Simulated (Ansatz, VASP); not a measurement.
## One calculation of NbC, two programs

The input INCAR:

```
PREC = Accurate ; ENCUT = 600
EDIFF = 1E-6 ; ISMEAR = 0
SIGMA = 0.1 ; LREAL = False
LASPH = True ; NELM = 120
ALGO = Normal ; ISIF = 2
LWAVE = False ; LCHARG = False
GGA = PE ; NBANDS = 16
GGA_COMPAT = False
```

KPOINTS

```
regular mesh
0
Gamma
  16 16 16
```

POSCAR

```
NbC
1.0
    0.0000000000      2.1593000000      2.1593000000
    2.1593000000      0.0000000000      2.1593000000
    2.1593000000      2.1593000000      0.0000000000
Nb C
1 1
Direct
    0.0000000000      0.0000000000      0.0000000000
    0.5000000000      0.5000000000      0.5000000000
```

Input for Ansatz:

```yaml
crystal:
  lattice:
    - [0.0, 2.1593, 2.1593]
    - [2.1593, 0.0, 2.1593]
    - [2.1593, 2.1593, 0.0]
  atoms:
    - { symbol: Nb, position: [0.0, 0.0, 0.0] }
    - { symbol: C, position: [0.5, 0.5, 0.5] }
basis:
  ecutwfc: 420
kpoints:
  mp_grid: { grid: [16, 16, 16] }
hamiltonian:
  xc: pbe
scf:
  occupations: { method: gaussian, width: 0.1 }
output:
  forces: true
  stress: true
  eigenvalues: true
  populations: true
```

Alike in both runs: task single point; functional PBE; k mesh 16 × 16 × 16; occupations gaussian, width 0.1 eV; no spin polarisation.

```csv
,VASP,Ansatz
version,VASP 6.6.1,Ansatz 0.2.0
potentials or method,"VASP PAW PBE potentials, release 64 (Nb_sv, C), cutoff 600 eV","scalar-relativistic, plane waves, PAW"
valence electrons in the cell,17,17
```

```csv
,VASP,Ansatz,Ansatz less VASP
gap on the k mesh at the Fermi level (eV),none,none,-
pressure (GPa),42.4,43.2,+0.81
```

A gap of «none» marks a metal or a gap that the smearing closes. Both programs put the cell under a high pressure, so it lies far from rest at this level.
